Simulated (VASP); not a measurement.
Si (a cell with a defect), 63 atoms in the cell. The cell holds a defect, 63 atoms: a = 10.860 Å, b = 10.860 Å, c = 10.860 Å, α = 90.00°, β = 90.00°, γ = 90.00°. 

```yaml
Program: VASP 6.6.1
Task: single point
Functional: PBE
Dispersion: D3(BJ)
Potentials_or_basis: VASP PAW PBE potentials, release 64 (Si)
Cutoff: 400 eV
k_mesh: 1 × 1 × 1
Occupations: gaussian, width 0.05 eV
Spin: collinear spin
Dipole_correction: no
Charge: -1
Further_INCAR_settings: LREAL = Auto; ALGO = Normal; EDIFF = 1e-06; NBANDS = 167; NELECT = 253.0
```

Potentials or basis: VASP PAW PBE potentials, release 64 (Si).

Launch:

```bash
$ cat potpaw_PBE.64/Si/POTCAR > POTCAR
$ mpirun -np 1 vasp_gam > vasp.out
```

Hardware: 1 thread of Oxide Virtual Turin-like Processor (shared host).

Question: Estimate the wall time of this run.

Answer: Run time: 5.1 min on 1 thread of Oxide Virtual Turin-like Processor (shared host), peak memory 0.97 GiB. Counts: scf iterations 15, k points 1.
